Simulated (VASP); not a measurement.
Here is a VASP 6.6.1 calculation.

The input INCAR:

```
ALGO = Normal
EDIFF = 1E-6
ENCUT = 520
GGA = PS
ISIF = 2
ISMEAR = -1
IVDW = 13
LASPH = T
LCHARG = F
LREAL = F
LWAVE = F
NBANDS = 48
NELM = 60
PREC = Accurate
SIGMA = 0.05
```

Contents of KPOINTS:

```
k-points
0
Gamma
  8 8 2
```

Contents of POSCAR:

```
InSe
1.0
    3.9741474440      0.0000000000      0.0000000000
   -1.9870737220      3.4417126449      0.0000000000
    0.0000000000      0.0000000000     16.4916732558
In Se
4 4
Direct
    0.6666666667      0.3333333333      0.8336825908
    0.3333333333      0.6666666667      0.3336825908
    0.6666666667      0.3333333333      0.6663174092
    0.3333333333      0.6666666667      0.1663174092
    0.6666666667      0.3333333333      0.4117626222
    0.3333333333      0.6666666667      0.9117626222
    0.6666666667      0.3333333333      0.0882373778
    0.3333333333      0.6666666667      0.5882373778
```

Potentials or basis: VASP PAW PBE potentials, release 64 (In_d, Se).

Run with:

```sh
$ cat potpaw_PBE.64/In_d/POTCAR potpaw_PBE.64/Se/POTCAR > POTCAR
$ mpirun -np 1 vasp_std > vasp.out
```

Problem. Predict the pressure.

Solution. 0.1 GPa.

Problem. What does it give for the largest force?

Solution. 0.021 eV/Å.

Problem. Predict the dispersion energy per atom.

Solution. -0.196 eV.

Forces in eV/Å, atoms in the order of the input:
```
In   0.000  0.000 -0.018
In   0.000  0.000 -0.018
In   0.000  0.000  0.018
In   0.000  0.000  0.018
Se   0.000  0.000  0.021
Se   0.000  0.000  0.021
Se   0.000  0.000 -0.021
Se   0.000  0.000 -0.021
```

Caveat: the PAW data sets were made with another functional, which shifts forces and pressure a little.
